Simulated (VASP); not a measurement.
Here is a VASP 6.6.1 calculation.

INCAR

```
SYSTEM = W
  ALGO = Normal
  EDIFF = 1E-6
  ENCUT = 400
  GGA = PE
  GGA_COMPAT = .False.
  ISIF = 2
  ISMEAR = 1
  LASPH = .True.
  LCHARG = .False.
  LREAL = .False.
  LWAVE = .False.
  NBANDS = 88
  NELM = 120
  PREC = Accurate
  SIGMA = 0.15
```

File KPOINTS:

```
k-points
0
Gamma
  2 3 3
  0 0 0
```

POSCAR

```
W
1.0
   -4.7470350000      4.7470350000      4.7470350000
    3.1646900000     -3.1646900000      3.1646900000
    3.1646900000      3.1646900000     -3.1646900000
W
11
Direct
    0.0000000000      0.0000000000      0.5000000000
    0.0000000000      0.5000000000      0.0000000000
    0.0000000000      0.5000000000      0.5000000000
    0.3333333333      0.0000000000      0.0000000000
    0.3333333333      0.0000000000      0.5000000000
    0.3333333333      0.5000000000      0.0000000000
    0.3333333333      0.5000000000      0.5000000000
    0.6666666667      0.0000000000      0.0000000000
    0.6666666667      0.0000000000      0.5000000000
    0.6666666667      0.5000000000      0.0000000000
    0.6666666667      0.5000000000      0.5000000000
```

Potentials or basis: VASP PAW PBE potentials, release 64 (W_sv).

Run with:

```bash
$ cat potpaw_PBE.64/W_sv/POTCAR > POTCAR
$ mpirun -np 1 vasp_std > vasp.out
```

Q: Estimate the band gap on the k mesh.

A: Zero (bands 77 and 78 overlap by 1.29 eV).

Q: Estimate the pressure.

A: -2.5 GPa.

Q: Predict the largest force.

A: 0.758 eV/Å.

Stress tensor (GPa, compression positive):
```
-1.74  0.14  0.14
 0.14 -2.95 -1.31
 0.14 -1.31 -2.95
```

Caveat: the k points lie up to 0.47 Å⁻¹ apart, too coarse for converged energies and pressures of a metal; spin-orbit coupling is left out, which moves the levels of the heavy elements.
